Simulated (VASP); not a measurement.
Write the native input for VASP 6.6.1 that does the following.

```yaml
Task: single point
Functional: r2SCAN
Potentials_or_basis: VASP PAW PBE potentials, release 64 (Rh_sv_GW)
Cutoff: 580 eV
k_mesh: 22 × 22 × 22
Occupations: gaussian, width 0.15 eV
Spin: no spin polarisation
Dipole_correction: no
Second_run: valence_matched
Further_INCAR_settings: ALGO = Normal; EDIFF = 1e-06; NBANDS = 14
```

Rh:

```xyz
1
Lattice="0.0000 1.9016 1.9016 1.9016 0.0000 1.9016 1.9016 1.9016 0.0000" Properties=species:S:1:pos:R:3 pbc="T T T"
Rh    0.0000    0.0000    0.0000
```

One way to write it, as run:

POSCAR

```
Rh
1.0
    0.0000000000      1.9015500000      1.9015500000
    1.9015500000      0.0000000000      1.9015500000
    1.9015500000      1.9015500000      0.0000000000
Rh
1
Direct
    0.0000000000      0.0000000000      0.0000000000
```

INCAR.step1

```
PREC = Accurate
ENCUT = 580
ISMEAR = 0
SIGMA = 0.15
LREAL = F
LASPH = T
NELM = 120
NBANDS = 14
GGA = PE
ALGO = Normal
EDIFF = 1E-5
LWAVE = T
LCHARG = F
GGA_COMPAT = F
```

INCAR.step2

```
PREC = Accurate
ENCUT = 580
EDIFF = 1E-6
ISMEAR = 0
SIGMA = 0.15
LREAL = F
LASPH = T
NELM = 120
ALGO = Normal
ISIF = 2
LWAVE = F
LCHARG = F
METAGGA = R2SCAN
LMIXTAU = T
NBANDS = 14
ISTART = 1
GGA_COMPAT = F
```

KPOINTS

```
regular mesh
0
Gamma
  22 22 22
```

Potentials or basis: VASP PAW PBE potentials, release 64 (Rh_sv_GW).

Launch:

```bash
$ cat potpaw_PBE.64/Rh_sv_GW/POTCAR > POTCAR
$ cp INCAR.step1 INCAR
$ mpirun -np 1 vasp_std > vasp.out
$ cp INCAR.step2 INCAR
$ mpirun -np 1 vasp_std > vasp.out
```

Results of the run:

```yaml
Pressure: -2.2 GPa
```

Caveat: the PAW data sets were made with another functional, which shifts forces and pressure a little.

Run time: 6 min on 1 thread of AMD EPYC 7R43 64-Core Processor (Zen 3), on a shared host, peak memory 0.19 GiB.
